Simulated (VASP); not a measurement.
TePb:

```xyz
2
Lattice="0.0000 3.3986 3.3986 3.3986 0.0000 3.3986 3.3986 3.3986 0.0000" Properties=species:S:1:pos:R:3 pbc="T T T"
Pb    0.0000    0.0000    0.0000
Te    3.3986    3.3986    3.3986
```

This cell differs from its parent crystal: strain +4.0%.

Base run:

```yaml
Program: VASP 6.6.1
Functional: PBE
Potentials_or_basis: VASP PAW PBE potentials, release 64 (Pb_d, Te)
Cutoff: 520 eV
k_mesh: 4 × 4 × 4
Occupations: gaussian, width 0.01 eV
Spin: no spin polarisation
```

Its results: band gap on the k mesh 0.98 eV; pressure -3.2 GPa.

**Question.** The run is repeated on the same cell with these changes: functional from PBE to HSE06. What comes out?

**Answer.** Band gap on the k mesh 1.39 eV; pressure -4.1 GPa.

Caveats: the cell stands under tension; the structure was generated, so it needn't be the stable form of TePb; spin-orbit coupling is left out, which moves the levels of the heavy elements; the PAW data sets were made with another functional, which shifts forces and pressure a little (at least some runs).

A k mesh can miss the band edges.
